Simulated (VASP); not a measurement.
Here is a VASP 6.6.1 calculation.

File INCAR:

```
PREC     = Accurate       # precision mode
ENCUT    = 520            # plane-wave cutoff, eV
EDIFF    = 1E-7           # SCF threshold, eV
ISMEAR   = -1             # smearing method
SIGMA    = 0.05           # smearing width, eV
LREAL    = Auto         
LASPH    = T              # aspherical terms in the spheres
NELM     = 150            # most SCF steps
ALGO     = Normal         # electronic algorithm
ISIF     = 2              # what is computed and relaxed
LWAVE    = F              # write WAVECAR
LCHARG   = F              # write CHGCAR
ISPIN    = 2              # spin polarisation
MAGMOM   = 0 0 0 0 0 0 0 0 0 0 0 0 0 0 0 0 0 # initial moments
LORBIT   = 11             # projections on sites
GGA      = PE             # functional
IVDW     = 12             # dispersion correction
NBANDS   = 52             # bands
```

The input KPOINTS:

```
regular mesh
0
Gamma
  2 2 2
```

File POSCAR:

```
AlSi16
1.0
    0.0000000000      5.4300000000      5.4300000000
    5.4300000000      0.0000000000      5.4300000000
    5.4300000000      5.4300000000      0.0000000000
Si Al
16 1
Direct
    0.0190976059     -0.0316574586      0.0409023941
    0.1206629834      0.1857090239      0.0798895028
    0.0476151013     -0.0260681400      0.4682228361
    0.1691436464      0.0706169429      0.6671915285
   -0.0412983425      0.5612615101     -0.0654788214
    0.1189134438      0.5979742173      0.0982504604
    0.0049079190      0.4619060773      0.4720165746
    0.2012246777      0.6126979742      0.5331767956
    0.5098802947      0.0562338858     -0.0522191529
    0.6681675875      0.0072099448      0.1978176796
    0.5020073665     -0.0633885820      0.5938674033
    0.6520165746      0.1686464088      0.5856077348
    0.4650184162      0.3991988950     -0.0333241252
    0.6029650092      0.7089134438     -0.0194475138
    0.5394751381      0.6505432781      0.3624217311
    0.6452854512      0.5767403315      0.6486372007
    0.6994014733      0.3397882136      0.1795119705
```

Potentials or basis: VASP PAW PBE potentials, release 64 (Si, Al).

Command:

```bash
$ cat potpaw_PBE.64/Si/POTCAR potpaw_PBE.64/Al/POTCAR > POTCAR
$ mpirun -np 1 vasp_std > vasp.out
```

Problem. What does it give for the pressure?

Solution. 0.2 GPa.

Problem. What does it give for the net moment?

Solution. 0.00 μB per cell.

Problem. What does it give for the largest force?

Solution. 4.517 eV/Å.

Stress tensor (GPa, compression positive):
```
 1.47 -2.67 -1.19
-2.67 -2.00  1.34
-1.19  1.34  1.19
```

Caveat: the k points lie up to 0.50 Å⁻¹ apart.
